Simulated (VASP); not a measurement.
A run of VASP 6.6.1 is set up as follows.

INCAR

```
PREC = Accurate ; ENCUT = 520
EDIFF = 1E-6 ; ISMEAR = 0
SIGMA = 0.05 ; LREAL = F
LASPH = T ; NELM = 100
ALGO = Normal ; ISIF = 2
LWAVE = F ; LCHARG = F
GGA = PS ; IVDW = 12
NBANDS = 20
```

KPOINTS

```
Automatic mesh
0
Gamma
  12 12 12
```

File POSCAR:

```
WS2
1.0
    1.5837000000      0.9143496213      5.0013000000
   -1.5837000000      0.9143496213      5.0013000000
    0.0000000000     -1.8286992426      5.0013000000
W S
1 2
Direct
    0.9993605138      0.9993605138      0.9993605138
    0.7554704513      0.7554704513      0.7554704513
    0.5764690349      0.5764690349      0.5764690349
```

Potentials or basis: VASP PAW PBE potentials, release 64 (W_sv, S).

Command:

```console
$ cat potpaw_PBE.64/W_sv/POTCAR potpaw_PBE.64/S/POTCAR > POTCAR
$ mpirun -np 1 vasp_std > vasp.out
```

Problem. What does it give for the dispersion energy per atom?

Solution. -0.476 eV.

Problem. Predict the pressure.

Solution. 34.4 GPa.

Forces on the atoms (eV/Å):
```
W    0.000  0.000  0.065
S    0.000  0.000  4.659
S    0.000  0.000 -4.725
```

Caveat: the cell stands under pressure; the PAW data sets were made with another functional, which shifts forces and pressure a little.
